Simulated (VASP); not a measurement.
Input of a VASP 6.6.1 run:

File POSCAR:

```
Sc
1.0
    0.0000000000      2.4160872223      2.4160872223
    2.4160872223      0.0000000000      2.4160872223
    2.4160872223      2.4160872223      0.0000000000
Sc
1
Direct
    0.0000000000      0.0000000000      0.0000000000
```

The input INCAR.step1:

```
SYSTEM = Sc
PREC = Accurate ; ENCUT = 520
ISMEAR = -1 ; SIGMA = 0.1
LREAL = .FALSE. ; LASPH = .TRUE.
NELM = 100 ; NBANDS = 12
GGA = PE ; ALGO = Normal
EDIFF = 1E-4 ; LWAVE = .TRUE.
LCHARG = .FALSE.
```

INCAR.step2

```
SYSTEM = Sc
PREC = Accurate ; ENCUT = 520
EDIFF = 1E-7 ; ISMEAR = -1
SIGMA = 0.1 ; LREAL = .FALSE.
LASPH = .TRUE. ; NELM = 100
ALGO = Normal ; ISIF = 2
LWAVE = .FALSE. ; LCHARG = .TRUE.
METAGGA = R2SCAN ; LMIXTAU = .TRUE.
LELF = .TRUE. ; LVHAR = .TRUE.
NBANDS = 12 ; ISTART = 1
```

The input KPOINTS:

```
regular mesh
0
G
  13 13 13
  0 0 0
```

Potentials or basis: VASP PAW PBE potentials, release 64 (Sc_sv).

Run with:

```sh
$ cat potpaw_PBE.64/Sc_sv/POTCAR > POTCAR
$ cp INCAR.step1 INCAR
$ mpirun -np 1 vasp_std > vasp.out
$ cp INCAR.step2 INCAR
$ mpirun -np 1 vasp_std > vasp.out
```

Task: Estimate the band gap on the k mesh.

Result: Zero (an odd number of electrons rules out a gap without spin polarisation).

Task: What does it give for the pressure?

Result: -5.0 GPa.

Caveat: the cell stands under tension; the PAW data sets were made with another functional, which shifts forces and pressure a little.
